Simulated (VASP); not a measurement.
**Hf5C3: relaxation of cell and atoms with PBE**

Crystal: Hf5C3.

```
Hf C
1.0
     5.30111    0.00000    0.00000
     0.00000    5.30111    0.00000
     0.00000    0.00000    5.30111
Hf C
5 3
Direct
  0.50000 0.00000 0.00000
  0.00000 0.50000 0.00000
  0.00000 0.00000 0.50000
  0.00000 0.00000 0.00000
  0.50000 0.50000 0.50000
  0.00000 0.50000 0.50000
  0.50000 0.00000 0.50000
  0.50000 0.50000 0.00000
```

The cell was generated, and may not be a known phase.

```yaml
Program: VASP 6.6.1
Task: relaxation of cell and atoms
Functional: PBE
Potentials_or_basis: VASP PAW PBE potentials, release 64 (Hf_pv, C)
Cutoff: 600 eV
k_mesh: 3 × 3 × 3
Occupations: gaussian, width 0.2 eV
Spin: no spin polarisation
Dipole_correction: no
Further_INCAR_settings: ALGO = Normal; EDIFF = 1e-06; IBRION = 2; EDIFFG = -0.08; NSW = 36; ISIF = 3
```

* Relaxed volume: 15.67 Å³/atom
* Relaxed cell: a = 5.005 Å, b = 5.005 Å, c = 5.005 Å, α = 90.00°, β = 90.00°, γ = 90.00°
* Space group after relaxing (to 0.1 Å): Pm-3m (No. 221)
* Energy gained by relaxing: 177.4 meV/atom
* Ionic steps: 3
* Pressure after relaxing: -0.2 GPa
* Band gap on the k mesh: zero (bands 31 and 32 overlap by 0.15 eV)

The path:
```
step  energy change (eV)  largest force (eV/Å)  pressure (GPa)  volume (Å³)
   1              0.0000                0.0000          -16.79       148.97
   2             -0.6351                0.0000           18.77       110.74
   3             -1.4191                0.0000           -0.22       125.38
```

Final structure:
```
Hf C
1.0
     5.00510    0.00000    0.00000
     0.00000    5.00510    0.00000
     0.00000    0.00000    5.00510
Hf C
5 3
Direct
  0.50000 0.00000 0.00000
  0.00000 0.50000 0.00000
  0.00000 0.00000 0.50000
  0.00000 0.00000 0.00000
  0.50000 0.50000 0.50000
  0.00000 0.50000 0.50000
  0.50000 0.00000 0.50000
  0.50000 0.50000 0.00000
```

Levels at points of the mesh, in eV from the Fermi level:
```tsv
k point	band 27	band 28	band 29	band 30	band 31	band 32	band 33	band 34
(0.00, 0.00, 0.00)	-2.05	-0.59	-0.59	-0.59	0.11	0.11	0.11	0.39
```

Run time: 3.4 min on 1 thread of Intel Xeon 8259CL, on a shared host, peak memory 0.28 GiB.

Caveat: the k points lie up to 0.42 Å⁻¹ apart in the final cell; the volume moved by over 15 % at a fixed basis, so the end points are rough; spin-orbit coupling is left out, which moves the levels of the heavy elements.
